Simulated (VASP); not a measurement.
# Cd2Ge (I4/mmm) in VASP: single point with PBE

Aim: the single point of Cd2Ge with PBE.

Program: VASP 6.6.1. These are calculated values, not measurements. Logs are shortened: lines on timing, memory, paths and dates and some standing lists are left out, and cuts for length are marked.

## (1) The cell of the first run

The structure is tetragonal, space group I4/mmm (No. 139). The conventional cell has a = 3.828 Å, b = 3.828 Å, c = 9.116 Å, α = 90.00°, β = 90.00°, γ = 90.00°. Within 3.9 Å of Cd (site symmetry 4mm) lie 9 Cd at 2.98 to 3.83 Å and 5 Ge at 3.07 to 3.09 Å. Ge (site symmetry 4/mmm) has 10 Cd at 3.07 to 3.09 Å and 4 Ge at 3.83 Å within 4.0 Å.

## (2) Single point, PBE

INCAR

```
SYSTEM = Cd2Ge
ALGO = Normal
EDIFF = 1E-7
ENCUT = 520
GGA = PE
ISIF = 2
ISMEAR = 0
LASPH = .True.
LCHARG = .True.
LELF = .True.
LREAL = .False.
LVHAR = .True.
LWAVE = .False.
NBANDS = 26
NELM = 100
PREC = Accurate
SIGMA = 0.1
```

KPOINTS

```
k-points
0
Gamma
  6 6 6
  0 0 0
```

POSCAR

```
Cd2Ge
1.0
   -1.9138494433      1.9138494433      4.5580656264
    1.9138494433     -1.9138494433      4.5580656264
    1.9138494433      1.9138494433     -4.5580656264
Cd Ge
2 1
Direct
    0.6634148724      0.6634148724      0.0000000000
    0.3365851276      0.3365851276      0.0000000000
    0.0000000000      0.0000000000      0.0000000000
```

Potentials or basis: VASP PAW PBE potentials, release 64 (Cd, Ge_d).

The run is started by

```
cat potpaw_PBE.64/Cd/POTCAR potpaw_PBE.64/Ge_d/POTCAR > POTCAR
mpirun -np 1 vasp_std > vasp.out
```

OUTCAR:

```text
SYSTEM = Cd2Ge
   EDIFF = 1E-7
   ENCUT = 520
   GGA = PE
   ISIF = 2
   ISMEAR = 0
   LASPH = .True.
   LREAL = .False.
   NELM = 100
   PREC = Accurate

 ion  position               nearest neighbor table
   1  0.663  0.663  0.000-   2 2.98   3 3.07   3 3.09   3 3.09   3 3.09   3 3.09   2 3.13   2 3.13
                             2 3.13   2 3.13
   2  0.337  0.337  0.000-   1 2.98   3 3.07   3 3.09   3 3.09   3 3.09   3 3.09   1 3.13   1 3.13
                             1 3.13   1 3.13
   3  0.000  0.000  0.000-   1 3.07   2 3.07   1 3.09   2 3.09   1 3.09   1 3.09   1 3.09   2 3.09
                             2 3.09   2 3.09

  LATTYP: Found a body centered tetragonal cell.
 ALAT       =     3.8276988866
 C/A-ratio  =     2.3816218367

  Lattice vectors:

 A1 = (  -1.9138494433,   1.9138494433,   4.5580656264)
 A2 = (   1.9138494433,  -1.9138494433,   4.5580656264)
 A3 = (   1.9138494433,   1.9138494433,  -4.5580656264)

Analysis of symmetry for initial positions (statically):
=====================================================================
 Subroutine PRICEL returns:
 Original cell was already a primitive cell.

 Routine SETGRP: Setting up the symmetry group for a
 body centered tetragonal supercell.

 Subroutine GETGRP returns: Found 16 space group operations
 (whereof 16 operations were pure point group operations)
 out of a pool of 16 trial point group operations.

The static configuration has the point symmetry D_4h.

Analysis of symmetry for dynamics (positions and initial velocities):
=====================================================================
 Subroutine PRICEL returns:
 Original cell was already a primitive cell.

 Routine SETGRP: Setting up the symmetry group for a
 body centered tetragonal supercell.

 Subroutine GETGRP returns: Found 16 space group operations
 (whereof 16 operations were pure point group operations)
 out of a pool of 16 trial point group operations.

The dynamic configuration has the point symmetry D_4h.

 Subroutine INISYM returns: Found 16 space group operations
 (whereof 16 operations are pure point group operations),
 and found     1 'primitive' translations

----------------------------------------------------------------------------------------

                                     Primitive cell

  volume of cell :      66.7815

  direct lattice vectors                    reciprocal lattice vectors
    -1.913849443  1.913849443  4.558065626     0.000000000  0.261253570  0.109695656
     1.913849443 -1.913849443  4.558065626     0.261253570  0.000000000  0.109695656
     1.913849443  1.913849443 -4.558065626     0.261253570  0.261253570  0.000000000

  length of vectors
     5.301094381  5.301094381  5.301094381     0.283348840  0.283348840  0.369468342

  position of ions in fractional coordinates (direct lattice)
     0.663414872  0.663414872  0.000000000
     0.336585128  0.336585128  0.000000000
     0.000000000  0.000000000  0.000000000

  ion indices of the primitive-cell ions
   primitive index   ion index
                 1           1
                 2           2
                 3           3

----------------------------------------------------------------------------------------

 KPOINTS: k-points

Automatic generation of k-mesh.
 Grid dimensions read from file:
 generate k-points for:    6    6    6

 Generating k-lattice:

  Cartesian coordinates                     Fractional coordinates (reciprocal lattice)
     0.000000000  0.043542262  0.018282609     0.166666667  0.000000000  0.000000000
     0.043542262  0.000000000  0.018282609     0.000000000  0.166666667  0.000000000
     0.043542262  0.043542262  0.000000000     0.000000000  0.000000000  0.166666667

  Length of vectors
     0.047224807  0.047224807  0.061578057

  Shift w.r.t. Gamma in fractional coordinates (k-lattice)
     0.000000000  0.000000000  0.000000000

 Subroutine IBZKPT returns following result:
 ===========================================

 Found     30 irreducible k-points:

 Following reciprocal coordinates:
            Coordinates               Weight
  0.000000  0.000000  0.000000      1.000000
  0.166667  0.000000  0.000000      8.000000
  0.333333 -0.000000  0.000000      8.000000
  0.500000  0.000000 -0.000000      4.000000
  0.166667  0.166667 -0.000000      8.000000
  0.333333  0.166667  0.000000     16.000000
[... 16 lines left out ...]
 -0.333333 -0.333333  0.166667      8.000000
 -0.166667 -0.333333  0.166667      8.000000
 [... further k-points ...]
   k-points           NKPTS =     30   k-points in BZ     NKDIM =     30   number of bands    NBANDS=     26
   number of dos      NEDOS =    301   number of ions     NIONS =      3
   total plane-waves  NPLWV =  64000
   dimension x,y,z NGX =    40 NGY =   40 NGZ =   40
   dimension x,y,z NGXF=    80 NGYF=   80 NGZF=   80
   ions per type =               2   1
   NGX,Y,Z   is equivalent  to a cutoff of  12.54, 12.54, 12.54 a.u.
   NGXF,Y,Z  is equivalent  to a cutoff of  25.09, 25.09, 25.09 a.u.
 SYSTEM =  Cd2Ge
   PREC   = accura    normal or accurate (medium, high low for compatibility)
   ISTART =      0    job   : 0-new  1-cont  2-samecut
   ICHARG =      2    charge: 1-file 2-atom 10-const
   ISPIN  =      1    spin polarized calculation?
   LNONCOLLINEAR =      F non collinear calculations
   LSORBIT =      F    spin-orbit coupling
   LASPH  =      T    aspherical Exc in radial PAW
   ENCUT  =  520.0 eV  38.22 Ry    6.18 a.u.   9.86  9.86  9.86*2*pi/ulx,y,z
   NELM   =    100;   NELMIN=  2; NELMDL= -5     # of ELM steps
   EDIFF  = 0.1E-06   stopping-criterion for ELM
   LREAL  =      F    real-space projection
   EDIFFG = 0.1E-05   stopping-criterion for IOM
   NSW    =      0    number of steps for IOM
   IBRION =     -1    ionic relax: 0-MD 1-quasi-New 2-CG
   NFREE  =      0    steps in history (QN), initial steepest desc. (CG)
   ISIF   =      2    stress and relaxation
   ISYM   =      2    0-nonsym 1-usesym 2-fastsym
   POTIM  = 0.5000    time-step for ionic-motion
   TEBEG  =    0.0;   TEEND  =   0.0 temperature during run
   PSTRESS=    0.0 pullay stress
   NELECT =      38.0000    total number of electrons
   NUPDOWN=      -1.0000    fix difference up-down
   EMIN   =  10.00;   EMAX   =-10.00  energy-range for DOS
   EFERMI =   0.00;   METHOD = LEGACY
   ISMEAR =     0;   SIGMA  =   0.10  broadening in eV -4-tet -1-fermi 0-gaus
   EFERMI_NEDOS =   21; number of points for ismear=-14 and -15
   IALGO  =     38    algorithm
   IMIX   =      4    mixing-type and parameters
     AMIX     =   0.40;   BMIX     =  1.00
     AMIX_MAG =   1.60;   BMIX_MAG =  1.00
  volume/ion in A,a.u.               =      22.26       150.22
  Fermi-wavevector in a.u.,A,eV,Ry     =   1.356596  2.563595 25.039534  1.840354
  Thomas-Fermi vector in A             =   2.483586
   LORBIT       =      0    0 simple, 1 ext, 2 COOP (PROOUT), +10 PAW based schemes
   GGA     = PE    functional components
   LHFCALC =     F    Hartree Fock is set to
   AEXX    =    0.0000 exact exchange contribution
   IVDW    =     0    specifies the selected vdW correction
   LEPSILON=     F    determine dielectric tensor
   LRPA    =     F    only Hartree local field effects (RPA)
 non-spin polarized calculation
 Gauss-broadening in eV      SIGMA  =   0.10
  energy-cutoff  :      520.00
  volume of cell :       66.78
 maximum number of plane-waves:      1816
   NGX = 19   NGY = 19   NGZ = 19

 number of electron      38.0000007 magnetization

 Free energy of the ion-electron system (eV)
  ---------------------------------------------------
  ext. energy  EPLUGINS =         0.00000000
  ---------------------------------------------------
  free energy    TOTEN  =        -5.51527970 eV

  energy without entropy =       -5.51051452  energy(sigma->0) =       -5.51289711

 E-fermi :   3.3865     XC(G=0): -10.7349

 val. band max:        3.3646296262   @ k =  -0.1667  -0.1667   0.1667
 cond. band min:       3.4685492319   @ k =  -0.3333   0.3333   0.1667
 fundamental gap:      0.1039196058
 Fermi energy:         3.3864547190

 k-point     1 :       0.0000    0.0000    0.0000
  band No.  band energies     occupation
      1     -21.2751      2.00000
      2     -21.2733      2.00000
      3     -21.2639      2.00000
      4     -21.2638      2.00000
      5     -21.2638      2.00000
      6      -6.9087      2.00000
[... 18 lines left out ...]
     25       9.3467      0.00000
     26      11.3762      0.00000

 k-point     2 :       0.1667    0.0000    0.0000
  band No.  band energies     occupation
      1     -21.2739      2.00000
      2     -21.2737      2.00000
      3     -21.2645      2.00000
      4     -21.2638      2.00000
      5     -21.2632      2.00000
      6      -6.6504      2.00000
[... 18 lines left out ...]
     25      10.4578      0.00000
     26      12.5403      0.00000

 k-point     3 :       0.3333   -0.0000    0.0000
  band No.  band energies     occupation
      1     -21.2751      2.00000
      2     -21.2713      2.00000
      3     -21.2659      2.00000
      4     -21.2638      2.00000
      5     -21.2614      2.00000
      6      -6.2047      2.00000
[... 18 lines left out ...]
     25      10.6279      0.00000
     26      10.7552      0.00000

 k-point     4 :       0.5000    0.0000   -0.0000
  band No.  band energies     occupation
      1     -21.2757      2.00000
      2     -21.2704      2.00000
      3     -21.2665      2.00000
      4     -21.2638      2.00000
      5     -21.2602      2.00000
      6      -6.1288      2.00000
[... 18 lines left out ...]
     25       9.8007      0.00000
     26      11.3214      0.00000

 k-point     5 :       0.1667    0.1667   -0.0000
  band No.  band energies     occupation
      1     -21.2745      2.00000
      2     -21.2721      2.00000
      3     -21.2645      2.00000
      4     -21.2644      2.00000
      5     -21.2628      2.00000
      6      -6.4168      2.00000
[... 18 lines left out ...]
     25      11.1286      0.00000
     26      11.9252      0.00000

 k-point     6 :       0.3333    0.1667    0.0000
  band No.  band energies     occupation
      1     -21.2758      2.00000
      2     -21.2694      2.00000
      3     -21.2658      2.00000
      4     -21.2644      2.00000
      5     -21.2612      2.00000
      6      -6.1688      2.00000
[... 427 lines left out ...]
 k-point    21 :      -0.3333    0.5000    0.1667
  band No.  band energies     occupation
      1     -21.2758      2.00000
      2     -21.2694      2.00000
      3     -21.2658      2.00000
      4     -21.2644      2.00000
      5     -21.2613      2.00000
      6      -6.1858      2.00000
[... 18 lines left out ...]
     25      10.4893      0.00000
     26      11.2140      0.00000

 k-point    22 :      -0.1667    0.5000    0.1667
  band No.  band energies     occupation
      1     -21.2751      2.00000
      2     -21.2713      2.00000
      3     -21.2658      2.00000
      4     -21.2638      2.00000
      5     -21.2615      2.00000
      6      -6.2295      2.00000
[... 18 lines left out ...]
     25      11.0353      0.00000
     26      12.0742      0.00000

 k-point    23 :      -0.3333   -0.3333    0.1667
  band No.  band energies     occupation
      1     -21.2745      2.00000
      2     -21.2721      2.00000
      3     -21.2645      2.00000
      4     -21.2644      2.00000
      5     -21.2628      2.00000
      6      -6.2765      2.00000
[... 18 lines left out ...]
     25      10.8945      0.00000
     26      11.5567      0.00000

 k-point    24 :      -0.1667   -0.3333    0.1667
  band No.  band energies     occupation
      1     -21.2739      2.00000
      2     -21.2737      2.00000
      3     -21.2645      2.00000
      4     -21.2638      2.00000
      5     -21.2633      2.00000
      6      -6.4317      2.00000
[... 18 lines left out ...]
     25      10.6645      0.00000
     26      12.8899      0.00000

 [... further k-points ...]
[... 5 lines left out ...]
  --------------------------------------------------------------------------------------
  -------------------------------------------------------------------------------------
  Total       -0.0410035     -0.0410035      0.1420753      0.0000000      0.0000000      0.0000000
  in kB       -0.9837292     -0.9837292      3.4085759      0.0000000      0.0000000      0.0000000
  external PRESSURE =       0.4803725 kB  Pullay stress =       0.0000000 kB

 VOLUME and BASIS-vectors are now :
 -----------------------------------------------------------------------------
  energy-cutoff  :      520.00
  volume of cell :       66.78
      direct lattice vectors                 reciprocal lattice vectors
    -1.913849443  1.913849443  4.558065626     0.000000000  0.261253570  0.109695656
     1.913849443 -1.913849443  4.558065626     0.261253570  0.000000000  0.109695656
     1.913849443  1.913849443 -4.558065626     0.261253570  0.261253570  0.000000000

 POSITION                                       TOTAL-FORCE (eV/Angst)
 -----------------------------------------------------------------------------------
      0.00000      0.00000      6.04778         0.000000      0.000000      0.018384
      0.00000      0.00000      3.06835        -0.000000     -0.000000     -0.018384
      0.00000      0.00000      0.00000        -0.000000     -0.000000      0.000000
 -----------------------------------------------------------------------------------
    total drift:                               -0.000000     -0.000000      0.000000

  FREE ENERGIE OF THE ION-ELECTRON SYSTEM (eV)
  ---------------------------------------------------
  free  energy   TOTEN  =        -5.5152796980 eV

  energy  without entropy=       -5.5105145169  energy(sigma->0) =       -5.51289711
```

Run time: 52 s. Hardware: 1 thread of AMD EPYC 7R13 (Zen 3), shared host; peak memory 0.22 GiB.

What came out:

```yaml
Free_energy: -5.5153 eV
Pressure: 0.0 GPa
Largest_force: 0.018 eV/Å
Band_gap_on_the_k_mesh: zero (band 19 reaches 4.76 eV, above the bottom of band 20 at 2.06 eV)
```

Forces on the atoms (eV/Å):
```
Cd   0.000  0.000  0.018
Cd   0.000  0.000 -0.018
Ge   0.000  0.000  0.000
```

Stress tensor (GPa, compression positive):
```
-0.10  0.00  0.00
 0.00 -0.10  0.00
 0.00  0.00  0.34
```

Levels at points of the mesh, in eV from the Fermi level:
```csv
k point,band 15,band 16,band 17,band 18,band 19,band 20,band 21,band 22,band 23,band 24
"(0.00, 0.00, 0.00)",-8.51,-8.25,-2.64,-1.23,1.38,1.38,1.93,4.15,4.15,4.22
"(0.50, 0.00, 0.00)",-8.21,-7.72,-5.40,-2.59,-1.63,2.25,4.42,4.59,5.35,6.18
"(0.50, 0.50, 0.00)",-8.29,-6.39,-3.46,-2.22,-1.61,-1.33,-0.17,3.12,3.58,4.82
"(0.50, 0.50, 0.50)",-8.30,-8.29,-6.54,0.09,0.09,0.65,4.65,5.42,7.86,7.86
```

Caveat: the k points lie up to 0.39 Å⁻¹ apart.
